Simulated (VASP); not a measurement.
# Nd2CdC2 (P4/mmm) in VASP: single point with PBE

Aim: the single point of Nd2CdC2 with PBE.

All numbers are computed with VASP 6.6.1; they aren't measurements. Logs are shortened: lines on timing, memory, paths and dates and some standing lists are left out, and cuts for length are marked.

### Step 1. The cell of the first run

Symmetry: P4/mmm, No. 123, tetragonal system. Conventional cell: a = 4.163 Å, b = 4.163 Å, c = 6.424 Å, α = 90.00°, β = 90.00°, γ = 90.00°. Within 3.4 Å of Nd (site symmetry 4/mmm) lie 2 C at 2.56 Å and 4 Cd at 2.94 Å. Nd (site symmetry 4/mmm) has 8 C at 3.01 Å and 2 Cd at 3.21 Å within 4.0 Å. Cd (site symmetry 4/mmm) has 6 Nd at 2.94 to 3.21 Å and 8 C at 3.90 Å within 4.0 Å. Within 1.7 Å of C (site symmetry 4mm) lie 1 C at 1.30 Å.

The cell was generated, and may not be a known phase.

### Step 2. Single point, PBE

INCAR reads:

```
PREC     = Accurate       # precision mode
ENCUT    = 600            # plane-wave cutoff, eV
EDIFF    = 1E-6           # SCF threshold, eV
ISMEAR   = 0              # smearing method
SIGMA    = 0.1            # smearing width, eV
LREAL    = False          # projectors in reciprocal space
LASPH    = True           # aspherical terms in the spheres
NELM     = 200            # most SCF steps
ALGO     = Normal         # electronic algorithm
ISIF     = 2              # what is computed and relaxed
LWAVE    = False          # write WAVECAR
LCHARG   = False          # write CHGCAR
GGA      = PE             # functional
NBANDS   = 29             # bands
GGA_COMPAT= False        
LMAXMIX  = 6              # l up to which the mixer works
```

KPOINTS reads:

```
regular mesh
0
Gamma
  8 8 6
```

POSCAR reads:

```
Nd2CdC2
1.0
    4.1633547933      0.0000000000      0.0000000000
    0.0000000000      4.1633547933      0.0000000000
    0.0000000000      0.0000000000      6.4244176847
Nd Cd C
2 1 2
Direct
    0.0000000000      0.0000000000      0.5000000000
    0.5000000000      0.5000000000      0.0000000000
    0.5000000000      0.5000000000      0.5000000000
    0.0000000000      0.0000000000      0.8989572580
    0.0000000000      0.0000000000      0.1010427420
```

Potentials or basis: VASP PAW PBE potentials, release 64 (Nd_3, Cd, C), 4f in core.

Launch:

```sh
$ cat potpaw_PBE.64/Nd_3/POTCAR potpaw_PBE.64/Cd/POTCAR potpaw_PBE.64/C/POTCAR > POTCAR
$ mpirun -np 1 vasp_std > vasp.out
```

OUTCAR:

```text
PREC = Accurate
   ENCUT = 600
   EDIFF = 1E-6
   ISMEAR = 0
   LREAL = False
   LASPH = True
   NELM = 200
   ISIF = 2
   GGA = PE

 ion  position               nearest neighbor table
   1  0.000  0.000  0.500-   4 2.56   5 2.56   3 2.94   3 2.94   3 2.94   3 2.94
   2  0.500  0.500  0.000-   3 3.21   3 3.21
   3  0.500  0.500  0.500-   1 2.94   1 2.94   1 2.94   1 2.94   2 3.21   2 3.21
   4  0.000  0.000  0.899-   5 1.30   1 2.56
   5  0.000  0.000  0.101-   4 1.30   1 2.56

  LATTYP: Found a simple tetragonal cell.
 ALAT       =     4.1633547933
 C/A-ratio  =     1.5430867662

  Lattice vectors:

 A1 = (   4.1633547933,   0.0000000000,   0.0000000000)
 A2 = (   0.0000000000,   4.1633547933,   0.0000000000)
 A3 = (   0.0000000000,   0.0000000000,   6.4244176847)

Analysis of symmetry for initial positions (statically):
=====================================================================
 Subroutine PRICEL returns:
 Original cell was already a primitive cell.

 Routine SETGRP: Setting up the symmetry group for a
 simple tetragonal supercell.

 Subroutine GETGRP returns: Found 16 space group operations
 (whereof 16 operations were pure point group operations)
 out of a pool of 16 trial point group operations.

The static configuration has the point symmetry D_4h.

Analysis of symmetry for dynamics (positions and initial velocities):
=====================================================================
 Subroutine PRICEL returns:
 Original cell was already a primitive cell.

 Routine SETGRP: Setting up the symmetry group for a
 simple tetragonal supercell.

 Subroutine GETGRP returns: Found 16 space group operations
 (whereof 16 operations were pure point group operations)
 out of a pool of 16 trial point group operations.

The dynamic configuration has the point symmetry D_4h.

 Subroutine INISYM returns: Found 16 space group operations
 (whereof 16 operations are pure point group operations),
 and found     1 'primitive' translations

----------------------------------------------------------------------------------------

                                     Primitive cell

  volume of cell :     111.3578

  direct lattice vectors                    reciprocal lattice vectors
     4.163354793  0.000000000  0.000000000     0.240190916  0.000000000  0.000000000
     0.000000000  4.163354793  0.000000000     0.000000000  0.240190916  0.000000000
     0.000000000  0.000000000  6.424417685     0.000000000  0.000000000  0.155656131

  length of vectors
     4.163354793  4.163354793  6.424417685     0.240190916  0.240190916  0.155656131

  position of ions in fractional coordinates (direct lattice)
     0.000000000  0.000000000  0.500000000
     0.500000000  0.500000000  0.000000000
     0.500000000  0.500000000  0.500000000
     0.000000000  0.000000000  0.898957258
     0.000000000  0.000000000  0.101042742

  ion indices of the primitive-cell ions
   primitive index   ion index
                 1           1
                 2           2
                 3           3
                 4           4
                 5           5

----------------------------------------------------------------------------------------

 KPOINTS: regular mesh

Automatic generation of k-mesh.
 Grid dimensions read from file:
 generate k-points for:    8    8    6

 Generating k-lattice:

  Cartesian coordinates                     Fractional coordinates (reciprocal lattice)
     0.030023864  0.000000000  0.000000000     0.125000000  0.000000000  0.000000000
     0.000000000  0.030023864  0.000000000     0.000000000  0.125000000  0.000000000
     0.000000000  0.000000000  0.025942688     0.000000000  0.000000000  0.166666667

  Length of vectors
     0.030023864  0.030023864  0.025942688

  Shift w.r.t. Gamma in fractional coordinates (k-lattice)
     0.000000000  0.000000000  0.000000000

 Subroutine IBZKPT returns following result:
 ===========================================

 Found     60 irreducible k-points:

 Following reciprocal coordinates:
            Coordinates               Weight
  0.000000  0.000000  0.000000      1.000000
  0.125000  0.000000  0.000000      4.000000
  0.250000  0.000000  0.000000      4.000000
  0.375000  0.000000  0.000000      4.000000
  0.500000  0.000000  0.000000      2.000000
  0.125000  0.125000  0.000000      4.000000
[... 16 lines left out ...]
  0.375000  0.125000  0.166667     16.000000
  0.500000  0.125000  0.166667      8.000000
 [... further k-points ...]
   k-points           NKPTS =     60   k-points in BZ     NKDIM =     60   number of bands    NBANDS=     29
   number of dos      NEDOS =    301   number of ions     NIONS =      5
   total plane-waves  NPLWV =  69984
   dimension x,y,z NGX =    36 NGY =   36 NGZ =   54
   dimension x,y,z NGXF=    72 NGYF=   72 NGZF=  108
   ions per type =               2   1   2
   NGX,Y,Z   is equivalent  to a cutoff of  14.38, 14.38, 13.97 a.u.
   NGXF,Y,Z  is equivalent  to a cutoff of  28.75, 28.75, 27.95 a.u.
 SYSTEM =  unknown system
   PREC   = accura    normal or accurate (medium, high low for compatibility)
   ISTART =      0    job   : 0-new  1-cont  2-samecut
   ICHARG =      2    charge: 1-file 2-atom 10-const
   ISPIN  =      1    spin polarized calculation?
   LNONCOLLINEAR =      F non collinear calculations
   LSORBIT =      F    spin-orbit coupling
   LASPH  =      T    aspherical Exc in radial PAW
   ENCUT  =  600.0 eV  44.10 Ry    6.64 a.u.   8.32  8.32 12.83*2*pi/ulx,y,z
   NELM   =    200;   NELMIN=  2; NELMDL= -5     # of ELM steps
   EDIFF  = 0.1E-05   stopping-criterion for ELM
   LREAL  =      F    real-space projection
   EDIFFG = 0.1E-04   stopping-criterion for IOM
   NSW    =      0    number of steps for IOM
   IBRION =     -1    ionic relax: 0-MD 1-quasi-New 2-CG
   NFREE  =      0    steps in history (QN), initial steepest desc. (CG)
   ISIF   =      2    stress and relaxation
   ISYM   =      2    0-nonsym 1-usesym 2-fastsym
   POTIM  = 0.5000    time-step for ionic-motion
   TEBEG  =    0.0;   TEEND  =   0.0 temperature during run
   PSTRESS=    0.0 pullay stress
   NELECT =      42.0000    total number of electrons
   NUPDOWN=      -1.0000    fix difference up-down
   EMIN   =  10.00;   EMAX   =-10.00  energy-range for DOS
   EFERMI =   0.00;   METHOD = LEGACY
   ISMEAR =     0;   SIGMA  =   0.10  broadening in eV -4-tet -1-fermi 0-gaus
   EFERMI_NEDOS =   21; number of points for ismear=-14 and -15
   IALGO  =     38    algorithm
   IMIX   =      4    mixing-type and parameters
     AMIX     =   0.40;   BMIX     =  1.00
     AMIX_MAG =   1.60;   BMIX_MAG =  1.00
  volume/ion in A,a.u.               =      22.27       150.30
  Fermi-wavevector in a.u.,A,eV,Ry     =   1.182817  2.235201 19.035328  1.399057
  Thomas-Fermi vector in A             =   2.319064
   LORBIT       =      0    0 simple, 1 ext, 2 COOP (PROOUT), +10 PAW based schemes
   GGA     = PE    functional components
   LHFCALC =     F    Hartree Fock is set to
   AEXX    =    0.0000 exact exchange contribution
   IVDW    =     0    specifies the selected vdW correction
   LEPSILON=     F    determine dielectric tensor
   LRPA    =     F    only Hartree local field effects (RPA)
 non-spin polarized calculation
 Gauss-broadening in eV      SIGMA  =   0.10
  energy-cutoff  :      600.00
  volume of cell :      111.36
 maximum number of plane-waves:      3757
 NGX is ok and might be reduce to    36
   NGX = 17   NGY = 17   NGZ = 25

 number of electron      41.9999998 magnetization

 Free energy of the ion-electron system (eV)
  ---------------------------------------------------
  ext. energy  EPLUGINS =         0.00000000
  ---------------------------------------------------
  free energy    TOTEN  =       -28.40971323 eV

  energy without entropy =      -28.39401441  energy(sigma->0) =      -28.40186382

 E-fermi :   3.2171     XC(G=0):  -9.9822

 val. band max:        3.2035145772   @ k =   0.2500   0.1250   0.0000
 cond. band min:       3.2321958461   @ k =   0.3750   0.1250   0.5000
 fundamental gap:      0.0286812689
 Fermi energy:         3.2171432078

 k-point     1 :       0.0000    0.0000    0.0000
  band No.  band energies     occupation
      1     -35.3893      2.00000
      2     -34.2621      2.00000
      3     -16.4268      2.00000
      4     -16.4268      2.00000
      5     -16.3830      2.00000
      6     -15.5175      2.00000
[... 21 lines left out ...]
     28       7.2871      0.00000
     29       7.3050      0.00000

 k-point     2 :       0.1250    0.0000    0.0000
  band No.  band energies     occupation
      1     -35.3880      2.00000
      2     -34.2605      2.00000
      3     -16.4638      2.00000
      4     -16.4226      2.00000
      5     -16.3780      2.00000
      6     -15.5573      2.00000
[... 21 lines left out ...]
     28       6.9553      0.00000
     29       7.1507      0.00000

 k-point     3 :       0.2500    0.0000    0.0000
  band No.  band energies     occupation
      1     -35.3851      2.00000
      2     -34.2565      2.00000
      3     -16.5507      2.00000
      4     -16.4126      2.00000
      5     -16.3659      2.00000
      6     -15.6513      2.00000
[... 21 lines left out ...]
     28       7.0429      0.00000
     29       7.2533      0.00000

 k-point     4 :       0.3750    0.0000    0.0000
  band No.  band energies     occupation
      1     -35.3821      2.00000
      2     -34.2524      2.00000
      3     -16.6344      2.00000
      4     -16.4025      2.00000
      5     -16.3537      2.00000
      6     -15.7424      2.00000
[... 597 lines left out ...]
     28       7.0193      0.00000
     29       7.5730      0.00000

 k-point    23 :       0.3750    0.1250    0.1667
  band No.  band energies     occupation
      1     -35.3809      2.00000
      2     -34.2513      2.00000
      3     -16.6258      2.00000
      4     -16.4310      2.00000
      5     -16.3556      2.00000
      6     -15.7314      2.00000
[... 21 lines left out ...]
     28       7.1625      0.00000
     29       7.6104      0.00000

 k-point    24 :       0.5000    0.1250    0.1667
  band No.  band energies     occupation
      1     -35.3797      2.00000
      2     -34.2497      2.00000
      3     -16.6585      2.00000
      4     -16.4258      2.00000
      5     -16.3518      2.00000
      6     -15.7641      2.00000
[... 21 lines left out ...]
     28       7.4458      0.00000
     29       7.8509      0.00000

 [... further k-points ...]

------------------------ aborting loop because EDIFF is reached ----------------------------------------

  FORCE on cell =-STRESS in cart. coord.  units (eV):
  Direction    XX          YY          ZZ          XY          YZ          ZX
  --------------------------------------------------------------------------------------
  -------------------------------------------------------------------------------------
  Total        0.1544875      0.1544875      0.3379915      0.0000000      0.0000000      0.0000000
  in kB        2.2227120      2.2227120      4.8629050      0.0000000      0.0000000      0.0000000
  external PRESSURE =       3.1027763 kB  Pullay stress =       0.0000000 kB

 VOLUME and BASIS-vectors are now :
 -----------------------------------------------------------------------------
  energy-cutoff  :      600.00
  volume of cell :      111.36
      direct lattice vectors                 reciprocal lattice vectors
     4.163354793  0.000000000  0.000000000     0.240190916  0.000000000  0.000000000
     0.000000000  4.163354793  0.000000000     0.000000000  0.240190916  0.000000000
     0.000000000  0.000000000  6.424417685     0.000000000  0.000000000  0.155656131

 POSITION                                       TOTAL-FORCE (eV/Angst)
 -----------------------------------------------------------------------------------
      0.00000      0.00000      3.21221         0.000000     -0.000000      0.000000
      2.08168      2.08168      0.00000         0.000000     -0.000000      0.000000
      2.08168      2.08168      3.21221         0.000000     -0.000000      0.000000
      0.00000      0.00000      5.77528        -0.000000      0.000000     -0.089658
      0.00000      0.00000      0.64914         0.000000      0.000000      0.089658
 -----------------------------------------------------------------------------------
    total drift:                                0.000000      0.000000      0.000000

  FREE ENERGIE OF THE ION-ELECTRON SYSTEM (eV)
  ---------------------------------------------------
  free  energy   TOTEN  =       -28.4097132301 eV

  energy  without entropy=      -28.3940144063  energy(sigma->0) =      -28.40186382
```

Wall time 2.6 min (1 thread of Intel Xeon Platinum 8559C (Emerald Rapids), shared host); peak memory 0.41 GiB.

Results:

- Free energy: -28.4097 eV
- Pressure: 0.3 GPa
- Largest force: 0.090 eV/Å
- Band gap on the k mesh: zero (bands 21 and 22 overlap by 1.19 eV)

Forces on the atoms (eV/Å):
```
Nd   0.000  0.000  0.000
Nd   0.000  0.000  0.000
Cd   0.000  0.000  0.000
C    0.000  0.000 -0.090
C    0.000  0.000  0.090
```

Caveat: spin-orbit coupling is left out, which moves the levels of the heavy elements; the 4f electrons are frozen in the core, so they carry no moment and show no levels.

The gap in the log of VASP goes by the Fermi energy; the results here count the filled bands.